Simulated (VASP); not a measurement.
A run of VASP 6.6.1:

The input INCAR:

```
ALGO = Normal
EDIFF = 1E-7
EDIFFG = -0.005
ENCUT = 600
GGA = CA
GGA_COMPAT = F
IBRION = 2
ISIF = 3
ISMEAR = 0
LASPH = T
LCHARG = F
LREAL = F
LWAVE = F
NELM = 120
NELMIN = 4
NSW = 70
PREC = Accurate
SIGMA = 0.1
```

KPOINTS

```
k-points
0
Gamma
  9 9 9
```

Contents of POSCAR:

```
Ti2O3
1.0
    2.5502271433      1.4723743277      4.6690897379
   -2.5502271433      1.4723743277      4.6690897379
    0.0000000000     -2.9447486554      4.6690897378
Ti O
4 6
Direct
    0.3452519664      0.3452519664      0.3452519664
    0.1547480336      0.1547480336      0.1547480336
    0.6547480336      0.6547480336      0.6547480336
    0.8452519664      0.8452519664      0.8452519664
    0.5622428050      0.9377571950      0.2500000000
    0.2500000000      0.5622428050      0.9377571950
    0.9377571950      0.2500000000      0.5622428050
    0.4377571950      0.0622428050      0.7500000000
    0.7500000000      0.4377571950      0.0622428050
    0.0622428050      0.7500000000      0.4377571950
```

Potentials or basis: VASP PAW LDA potentials, release 64 (Ti_sv, O).

Launch:

```console
$ cat potpaw_LDA.64/Ti_sv/POTCAR potpaw_LDA.64/O/POTCAR > POTCAR
$ mpirun -np 1 vasp_std > vasp.out
```

Hardware: 1 thread of Intel(R) Xeon(R) 6975P-C (Granite Rapids), with other jobs on the host.

Q: Estimate the wall time of this run.

A: It took 56 min on 1 thread of Intel(R) Xeon(R) 6975P-C (Granite Rapids) (shared host), peak memory 0.59 GiB. Counts: scf iterations 103, k points 85, ion steps 11.
